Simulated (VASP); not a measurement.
Crystal: Sb.

```xyz
1
Lattice="3.1600 0.0000 0.0000 0.0000 3.1600 0.0000 0.0000 0.0000 3.1600" Properties=species:S:1:pos:R:3 pbc="T T T"
Sb    0.0000    0.0000    0.0000
```

- Program: VASP 6.6.1
- Task: relaxation of cell and atoms
- Functional: revPBE
- Potentials or basis: VASP PAW PBE potentials, release 64 (Sb)
- Cutoff: 600 eV
- k mesh: 8 × 8 × 8
- Occupations: fermi-dirac, width 0.05 eV
- Spin: no spin polarisation

At the start: pressure -1.5 GPa; volume 31.55 Å³/atom.

**Question.** How do energy, volume and symmetry change on relaxing?

**Answer.** Over 3 steps the energy falls by 4.1 meV/atom and the volume is 30.67 Å³/atom (-2.8 %); space group Pm-3m (No. 221, to 0.05 Å).

The path:
| step | energy change (eV) | largest force (eV/Å) | pressure (GPa) | volume (Å³) |
| --- | --- | --- | --- | --- |
| 1 | 0.0000 | 0.0000 | -1.45 | 31.55 |
| 2 | -0.0032 | 0.0000 | 0.75 | 30.27 |
| 3 | -0.0041 | 0.0000 | 0.01 | 30.67 |

Final structure:
```yaml
crystal:
  lattice:
    - [3.13006, 0.00000, 0.00000]
    - [0.00000, 3.13006, 0.00000]
    - [0.00000, 0.00000, 3.13006]
  atoms:
    - { symbol: Sb, position: [0.00000, 0.00000, 0.00000] }
```

Caveat: the PAW data sets were made with another functional, which shifts forces and pressure a little.
